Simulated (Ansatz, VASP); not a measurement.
BN: VASP beside Ansatz

POSCAR

```
BN
1.0
    0.0000000000      1.8034296699      1.8034296699
    1.8034296699      0.0000000000      1.8034296699
    1.8034296699      1.8034296699      0.0000000000
B N
1 1
Direct
    0.0000000000      0.0000000000      0.0000000000
    0.2500000000      0.2500000000      0.2500000000
```

INCAR.step1

```
PREC = Accurate
ENCUT = 1460
ISMEAR = -1
SIGMA = 0.03
LREAL = F
LASPH = T
NELM = 120
NBANDS = 11
GGA = PE
ALGO = Normal
EDIFF = 1E-5
LWAVE = T
LCHARG = F
GGA_COMPAT = F
```

Contents of INCAR.step2:

```
PREC = Accurate
ENCUT = 1460
EDIFF = 1E-6
ISMEAR = -1
SIGMA = 0.03
LREAL = F
LASPH = T
NELM = 120
ALGO = Normal
ISIF = 2
LWAVE = F
LCHARG = F
METAGGA = R2SCAN
LMIXTAU = T
LUSE_VDW = T
IVDW_NL = 2
BPARAM = 11.95
CPARAM = 0.0093
NBANDS = 11
ISTART = 1
GGA_COMPAT = F
```

Contents of KPOINTS:

```
regular mesh
0
Gamma
  14 14 14
```

Input for Ansatz:

```yaml
crystal:
  lattice:
    - [0.0, 1.8034296699, 1.8034296699]
    - [1.8034296699, 0.0, 1.8034296699]
    - [1.8034296699, 1.8034296699, 0.0]
  atoms:
    - { symbol: B, position: [0.0, 0.0, 0.0] }
    - { symbol: "N", position: [0.25, 0.25, 0.25] }
kpoints:
  mp_grid: { grid: [14, 14, 14] }
  band_path:
    path:
      - [0.0, 0.0, 0.0]
      - [-0.5, -0.5, 0.0]
      - [-0.375, -0.375, 0.25]
      - [-0.375, 0.0, 0.375]
      - [0.0, 0.0, 0.5]
      - [-0.5, -0.25, 0.25]
    npoints: 1
hamiltonian:
  xc: r2scan
  dispersion: rvv10
scf:
  occupations: { method: fermi_dirac, width: 0.03 }
  n_extra_bands: 4
output:
  forces: true
  stress: true
  eigenvalues: true
  write_density: true
  write_potential: true
  elf: true
  volumetric_format: npy
```

Alike in both runs: task single point; functional r2SCAN; dispersion rVV10; k mesh 14 × 14 × 14; occupations fermi-dirac, width 0.03 eV; no spin polarisation.

|  | VASP | Ansatz |
| --- | --- | --- |
| version | VASP 6.6.1 | Ansatz 0.2.0 |
| potentials or method | VASP PAW PBE potentials, release 64 (B_h, N_h) | plane waves, PAW |
| plane-wave cutoff (eV) | 1460 | 500 |
| valence electrons in the cell | 8 | 8 |

```tsv
	VASP	Ansatz	Ansatz less VASP
gap on the k mesh at the Fermi level (eV)	4.96	4.96	+0.006
pressure (GPa)	-0.5	0.0	+0.54
```

VASP's potentials were made for PBE, not for r2SCAN.
